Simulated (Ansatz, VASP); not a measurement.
**Te2Mo: VASP beside Ansatz**

Contents of INCAR:

```
SYSTEM = Te2Mo
  PREC = Accurate
  ENCUT = 500
  EDIFF = 1E-6
  ISMEAR = 0
  SIGMA = 0.05
  LREAL = .False.
  LASPH = .True.
  NELM = 200
  ALGO = Normal
  ISIF = 2
  LWAVE = .False.
  LCHARG = .False.
  ISPIN = 2
  MAGMOM = 2.63 -0.2 -0.2
  LORBIT = 11
  LMAXMIX = 4
  LDAU = .True.
  LDAUTYPE = 1
  LDAUL = 2 -1
  LDAUU = 4 0
  LDAUJ = 0.5 0
  LDAUPRINT = 1
  GGA = PE
  NBANDS = 24
  GGA_COMPAT = .False.
```

Contents of KPOINTS:

```
Automatic mesh
0
Gamma
  6 6 3
  0 0 0
```

POSCAR

```
Te2Mo
1.0
    4.0201319500      0.0000000000      0.0000000000
   -2.0100659700      3.4815363900      0.0000000000
    0.0000000000      0.0000000000      6.4853072000
Mo Te
1 2
Direct
    0.0000000000      0.0000000000      0.0000000000
    0.3333333333      0.6666666667      0.2520000000
    0.6666666667      0.3333333333      0.7480000000
```

Input for Ansatz:

```yaml
crystal:
  lattice:
    - [4.02013195, 0.0, 0.0]
    - [-2.01006597, 3.48153639, 0.0]
    - [0.0, 0.0, 6.4853072]
  atoms:
    - { symbol: Mo, position: [0.0, 0.0, 0.0], spin: 2.0 }
    - { symbol: Te, position: [0.3333333333, 0.6666666667, 0.252] }
    - { symbol: Te, position: [0.6666666667, 0.3333333333, 0.748] }
basis:
  ecutwfc: 420
  ecutrho_ratio: 4
kpoints:
  mp_grid: { grid: [6, 6, 3] }
hamiltonian:
  xc: pbe
  hubbard:
    sites:
      - { site: 0, l: d, u: 4.0, j: 0.5, starting_ns: [{ spin: up, occupation_matrix: s0up }, { spin: down, occupation_matrix: s0down }] }
    occupation_matrices:
      s0up:
        matrix:
          - [0.52422, 0.32218, -0.13642, 0.03701, -0.31779]
          - [0.32218, 0.71749, 0.18548, -0.10624, 0.16319]
          - [-0.13642, 0.18548, 0.20812, -0.08204, 0.2891]
          - [0.03701, -0.10624, -0.08204, 0.05703, -0.12009]
          - [-0.31779, 0.16319, 0.2891, -0.12009, 0.49314]
      s0down:
        matrix:
          - [0.02, 0.0, 0.0, 0.0, 0.0]
          - [0.0, 0.02, 0.0, 0.0, 0.0]
          - [0.0, 0.0, 0.02, 0.0, 0.0]
          - [0.0, 0.0, 0.0, 0.02, 0.0]
          - [0.0, 0.0, 0.0, 0.0, 0.02]
    ns_hold: { iters: 5 }
scf:
  occupations: { method: gaussian, width: 0.05 }
  lower_state_search: "off"
  max_iter: 150
output:
  forces: true
  stress: true
  eigenvalues: true
  populations: true
  hubbard: { sites: [{ site: 0, l: d }] }
magnetization:
  spin_polarized: true
```

Alike in both runs: task single point; functional PBE; k mesh 6 × 6 × 3; occupations gaussian, width 0.05 eV; collinear spin; Hubbard terms Mo d U = 4.0 eV, J = 0.5 eV.

|  | VASP | Ansatz |
| --- | --- | --- |
| version | VASP 6.6.1 | Ansatz 0.2.0 |
| potentials or method | VASP PAW PBE potentials, release 64 (Mo_sv, Te), cutoff 500 eV | scalar-relativistic, plane waves, PAW |
| valence electrons in the cell | 26 | 46 |

```csv
,VASP,Ansatz,Ansatz less VASP
gap on the k mesh at the Fermi level (eV),none,none,-
pressure (GPa),-0.4,-0.3,+0.18
"traceless stress, the component that is largest in VASP (GPa)",0.18,-0.10,-0.276
rms of the force components (eV/Å),0.053,0.046,-0.0068
net moment per atom (μB),0.78,0.81,+0.029
size of the moment on the site where the two differ most (μB),2.54,2.39,-0.157
```

Site moments also hang on the region over which each program counts them. The programs project onto different local orbitals, so the same U acts differently, and such runs can settle in different states. Atom by atom the forces differ by 0.007 eV/Å (rms over components). A gap of «none» marks a metal or a gap that the smearing closes. VASP's potentials hold 26 valence electrons a cell and Ansatz's 46, so a difference there can come from the potentials and not from the codes. Ansatz's warnings: filled band counts differ across k points, specified occupation not kept, symmetry narrowed by occupation matrices.

Spin-orbit coupling is off throughout.
